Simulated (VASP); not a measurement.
# Ta3N5 (Cmcm) in VASP: single point with r2SCAN

Aim: the single point of Ta3N5 with r2SCAN.

Program: VASP 6.6.1. These are calculated values, not measurements. Logs are shortened: lines on timing, memory, paths and dates and some standing lists are left out, and cuts for length are marked.

## Step 1: The cell of the first run

Symmetry: Cmcm, No. 63, orthorhombic system. The conventional cell has a = 3.873 Å, b = 10.259 Å, c = 10.296 Å, α = 90.00°, β = 90.00°, γ = 90.00°. Ta (site symmetry m2m) has 6 N at 2.05 to 2.14 Å within 2.7 Å. Within 2.6 Å of Ta (site symmetry m) lie 6 N at 1.95 to 2.26 Å. Within 2.7 Å of N (site symmetry m2m) lie 4 Ta at 2.05 to 2.23 Å and 4 N at 2.69 Å. N (site symmetry m) has 3 Ta at 1.95 to 2.05 Å and 3 N at 2.63 to 2.72 Å within 2.8 Å. Within 2.8 Å of N (site symmetry m) lie 4 Ta at 2.03 to 2.26 Å and 5 N at 2.69 to 2.74 Å.

## Step 2: Single point, r2SCAN

The input, POSCAR:

```
Ta3N5
1.0
    1.9363702300     -5.1292931000      0.0000000000
    1.9363702300      5.1292931000      0.0000000000
    0.0000000000      0.0000000000     10.2958857400
Ta N
6 10
Direct
    0.8033444600      0.1966555400      0.2500000000
    0.1966555400      0.8033444600      0.7500000000
    0.8665597400      0.1334402600      0.5600175200
    0.1334402600      0.8665597400      0.0600175200
    0.1334402600      0.8665597400      0.4399824800
    0.8665597400      0.1334402600      0.9399824800
    0.2370165800      0.7629834200      0.2500000000
    0.7629834200      0.2370165800      0.7500000000
    0.9530125100      0.0469874900      0.1187090500
    0.0469874900      0.9530125100      0.6187090500
    0.0469874900      0.9530125100      0.8812909500
    0.9530125100      0.0469874900      0.3812909500
    0.6921221600      0.3078778400      0.0740723000
    0.3078778400      0.6921221600      0.5740723000
    0.3078778400      0.6921221600      0.9259277000
    0.6921221600      0.3078778400      0.4259277000
```

The input, INCAR.step1:

```
ALGO = Normal
EDIFF = 1E-4
ENCUT = 520
GGA = PE
ISMEAR = -1
LASPH = True
LCHARG = False
LREAL = Auto
LWAVE = True
NBANDS = 72
NELM = 80
PREC = Accurate
SIGMA = 0.02
```

The input, INCAR.step2:

```
ALGO = Normal
EDIFF = 1E-6
ENCUT = 520
ISIF = 2
ISMEAR = -1
ISTART = 1
LASPH = True
LCHARG = False
LMIXTAU = True
LREAL = Auto
LWAVE = False
METAGGA = R2SCAN
NBANDS = 72
NELM = 80
PREC = Accurate
SIGMA = 0.02
```

The input, KPOINTS:

```
k-points
0
Gamma
  6 6 4
```

Potentials or basis: VASP PAW PBE potentials, release 64 (Ta_pv, N).

Command:

```sh
cat potpaw_PBE.64/Ta_pv/POTCAR potpaw_PBE.64/N/POTCAR > POTCAR
cp INCAR.step1 INCAR
mpirun -np 1 vasp_std > vasp.out
cp INCAR.step2 INCAR
mpirun -np 1 vasp_std > vasp.out
```

OUTCAR:

```text
EDIFF = 1E-6
   ENCUT = 520
   ISIF = 2
   ISMEAR = -1
   ISTART = 1
   LASPH = True
   LREAL = Auto
   METAGGA = R2SCAN
   NELM = 80
   PREC = Accurate

 ion  position               nearest neighbor table
   1  0.803  0.197  0.250-   9 2.05  12 2.05   7 2.05   7 2.05  16 2.14  13 2.14   6 3.26   3 3.26
                             4 3.26   4 3.26   5 3.26   5 3.26
   2  0.197  0.803  0.750-  10 2.05  11 2.05   8 2.05   8 2.05  15 2.14  14 2.14   5 3.26   4 3.26
                             3 3.26   3 3.26   6 3.26   6 3.26
   3  0.867  0.133  0.560-  10 1.95  14 2.03  14 2.03  12 2.04   8 2.23  16 2.26   5 3.00   1 3.26
                             2 3.26   2 3.26   5 3.32   5 3.32
   4  0.133  0.867  0.060-   9 1.95  13 2.03  13 2.03  11 2.04   7 2.23  15 2.26   6 3.00   2 3.26
                             1 3.26   1 3.26   6 3.32   6 3.32
   5  0.133  0.867  0.440-  12 1.95  16 2.03  16 2.03  10 2.04   7 2.23  14 2.26   3 3.00   2 3.26
                             1 3.26   1 3.26   3 3.32   3 3.32
   6  0.867  0.133  0.940-  11 1.95  15 2.03  15 2.03   9 2.04   8 2.23  13 2.26   4 3.00   1 3.26
                             2 3.26   2 3.26   4 3.32   4 3.32
   7  0.237  0.763  0.250-   1 2.05   1 2.05   5 2.23   4 2.23
   8  0.763  0.237  0.750-   2 2.05   2 2.05   6 2.23   3 2.23
   9  0.953  0.047  0.119-   4 1.95   6 2.04   1 2.05
  10  0.047  0.953  0.619-   3 1.95   5 2.04   2 2.05
  11  0.047  0.953  0.881-   6 1.95   4 2.04   2 2.05
  12  0.953  0.047  0.381-   5 1.95   3 2.04   1 2.05
  13  0.692  0.308  0.074-   4 2.03   4 2.03   1 2.14   6 2.26
  14  0.308  0.692  0.574-   3 2.03   3 2.03   2 2.14   5 2.26
  15  0.308  0.692  0.926-   6 2.03   6 2.03   2 2.14   4 2.26
  16  0.692  0.308  0.426-   5 2.03   5 2.03   1 2.14   3 2.26

  LATTYP: Found a base centered orthorhombic cell.
 ALAT       =     3.8727404600
 B/A-ratio  =     2.6489216889
 C/A-ratio  =     2.6585529927

  Lattice vectors:

 A1 = (   1.9363702300,  -5.1292931000,   0.0000000000)
 A2 = (   1.9363702300,   5.1292931000,   0.0000000000)
 A3 = (   0.0000000000,   0.0000000000,  10.2958857400)

Analysis of symmetry for initial positions (statically):
=====================================================================
 Subroutine PRICEL returns:
 Original cell was already a primitive cell.

 Routine SETGRP: Setting up the symmetry group for a
 base centered orthorhombic supercell.

 Subroutine GETGRP returns: Found  8 space group operations
 (whereof  4 operations were pure point group operations)
 out of a pool of  8 trial point group operations.

[... 149 lines left out ...]
   NFREE  =      0    steps in history (QN), initial steepest desc. (CG)
   ISIF   =      2    stress and relaxation
   ISYM   =      2    0-nonsym 1-usesym 2-fastsym
   POTIM  = 0.5000    time-step for ionic-motion
   TEBEG  =    0.0;   TEEND  =   0.0 temperature during run
   PSTRESS=    0.0 pullay stress
   NELECT =     116.0000    total number of electrons
   NUPDOWN=      -1.0000    fix difference up-down
   EMIN   =  10.00;   EMAX   =-10.00  energy-range for DOS
   EFERMI =   0.00;   METHOD = LEGACY
   ISMEAR =    -1;   SIGMA  =   0.02  broadening in eV -4-tet -1-fermi 0-gaus
   EFERMI_NEDOS =   21; number of points for ismear=-14 and -15
   IALGO  =     38    algorithm
   IMIX   =      4    mixing-type and parameters
     AMIX     =   0.40;   BMIX     =  1.00
     AMIX_MAG =   1.60;   BMIX_MAG =  1.00
  volume/ion in A,a.u.               =      12.78        86.26
  Fermi-wavevector in a.u.,A,eV,Ry     =   1.355130  2.560824 24.985429  1.836377
  Thomas-Fermi vector in A             =   2.482243
   LORBIT       =      0    0 simple, 1 ext, 2 COOP (PROOUT), +10 PAW based schemes
   METAGGA = R2SCAN    functional components
   LHFCALC =     F    Hartree Fock is set to
   AEXX    =    0.0000 exact exchange contribution
   IVDW    =     0    specifies the selected vdW correction
   LEPSILON=     F    determine dielectric tensor
   LRPA    =     F    only Hartree local field effects (RPA)
 non-spin polarized calculation
  energy-cutoff  :      520.00
  volume of cell :      204.52
 maximum number of plane-waves:      5528
 NGX is ok and might be reduce to    42
   NGX = 21   NGY = 21   NGZ = 39

 number of electron     115.9999996 magnetization

 Free energy of the ion-electron system (eV)
  ---------------------------------------------------
  ext. energy  EPLUGINS =         0.00000000
  ---------------------------------------------------
  free energy    TOTEN  =      -403.42100972 eV

  energy without entropy =     -403.42100972  energy(sigma->0) =     -403.42100972

 E-fermi :   4.1096     XC(G=0): -11.9904

 val. band max:        3.6741080836   @ k =   0.1667   0.1667   0.0000
 cond. band min:       5.2943004390   @ k =   0.5000   0.5000   0.0000
 fundamental gap:      1.6201923555
 Fermi energy:         4.1096368759

 k-point     1 :       0.0000    0.0000    0.0000
  band No.  band energies     occupation
      1     -32.4096      2.00000
      2     -32.3824      2.00000
      3     -32.3583      2.00000
      4     -32.2380      2.00000
      5     -32.2366      2.00000
      6     -32.2351      2.00000
[... 1741 lines left out ...]
     69       7.9515      0.00000
     70       8.0222      0.00000

 [... further k-points ...]

 [bands above 70 left out]

------------------------ aborting loop because EDIFF is reached ----------------------------------------

  FORCE on cell =-STRESS in cart. coord.  units (eV):
  Direction    XX          YY          ZZ          XY          YZ          ZX
  --------------------------------------------------------------------------------------
  -------------------------------------------------------------------------------------
  Total        1.8257359      1.9546729      1.6863942      0.0000000      0.0000000      0.0000000
  in kB       14.3023995     15.3124631     13.2108289      0.0000000      0.0000000      0.0000000
  external PRESSURE =      14.2752305 kB  Pullay stress =       0.0000000 kB

 VOLUME and BASIS-vectors are now :
 -----------------------------------------------------------------------------
  energy-cutoff  :      520.00
  volume of cell :      204.52
      direct lattice vectors                 reciprocal lattice vectors
     1.936370230 -5.129293100  0.000000000     0.258215083 -0.097479319  0.000000000
     1.936370230  5.129293100  0.000000000     0.258215083  0.097479319  0.000000000
     0.000000000  0.000000000 10.295885740     0.000000000  0.000000000  0.097126175

 POSITION                                       TOTAL-FORCE (eV/Angst)
 -----------------------------------------------------------------------------------
      1.93637     -3.11189      2.57397         0.000000     -0.010392     -0.000000
      1.93637      3.11189      7.72191         0.000000      0.010392     -0.000000
      1.93637     -3.76038      5.76588         0.000000      0.010078      0.004246
      1.93637      3.76038      0.61793         0.000000     -0.010078      0.004246
      1.93637      3.76038      4.53001         0.000000     -0.010078     -0.004246
      1.93637     -3.76038      9.67795         0.000000      0.010078     -0.004246
[... 8 lines left out ...]
      1.93637      1.97090      9.53325         0.000000     -0.025706      0.008333
      1.93637     -1.97090      4.38530         0.000000      0.025706      0.008333
 -----------------------------------------------------------------------------------
    total drift:                               -0.000000      0.000000      0.000000

  FREE ENERGIE OF THE ION-ELECTRON SYSTEM (eV)
  ---------------------------------------------------
  free  energy   TOTEN  =      -403.4210097197 eV

  energy  without entropy=     -403.4210097197  energy(sigma->0) =     -403.42100972
```

OUTCAR.step1:

```text
EDIFF = 1E-4
   ENCUT = 520
   GGA = PE
   ISMEAR = -1
   LASPH = True
   LREAL = Auto
   NELM = 80
[... 2029 lines left out ...]
      1.93637      3.76038      4.53001         0.000000     -0.136663      0.008991
      1.93637     -3.76038      9.67795         0.000000      0.136663      0.008991
[... 8 lines left out ...]
      1.93637      1.97090      9.53325         0.000000     -0.101461      0.034447
      1.93637     -1.97090      4.38530         0.000000      0.101461      0.034447
 -----------------------------------------------------------------------------------
    total drift:                               -0.000000      0.000000      0.000000

  FREE ENERGIE OF THE ION-ELECTRON SYSTEM (eV)
  ---------------------------------------------------
  free  energy   TOTEN  =      -171.0365269373 eV

  energy  without entropy=     -171.0365269373  energy(sigma->0) =     -171.03652694
```

It took 33 min on 1 thread of Intel Xeon 6975P-C (Granite Rapids), shared host; peak memory 0.61 GiB.

What came out:

```
Free energy            : -403.4210 eV
Pressure               : 1.4 GPa
Largest force          : 0.069 eV/Å
Band gap on the k mesh : 1.62 eV (least direct gap 1.83 eV)
```

Forces in eV/Å, atoms in the order of the input:
```
Ta   0.000 -0.010  0.000
Ta   0.000  0.010  0.000
Ta   0.000  0.010  0.004
Ta   0.000 -0.010  0.004
Ta   0.000 -0.010 -0.004
Ta   0.000  0.010 -0.004
N    0.000  0.003  0.000
N    0.000 -0.003  0.000
N    0.000  0.020  0.066
N    0.000 -0.020  0.066
N    0.000 -0.020 -0.066
N    0.000  0.020 -0.066
N    0.000  0.026 -0.008
N    0.000 -0.026 -0.008
N    0.000 -0.026  0.008
N    0.000  0.026  0.008
```

Stress tensor (GPa, compression positive):
```
1.43 0.00 0.00
0.00 1.53 0.00
0.00 0.00 1.32
```

Caveat: the PAW data sets were made with another functional, which shifts forces and pressure a little; spin-orbit coupling is left out, which moves the levels of the heavy elements. A k mesh can miss the band edges.
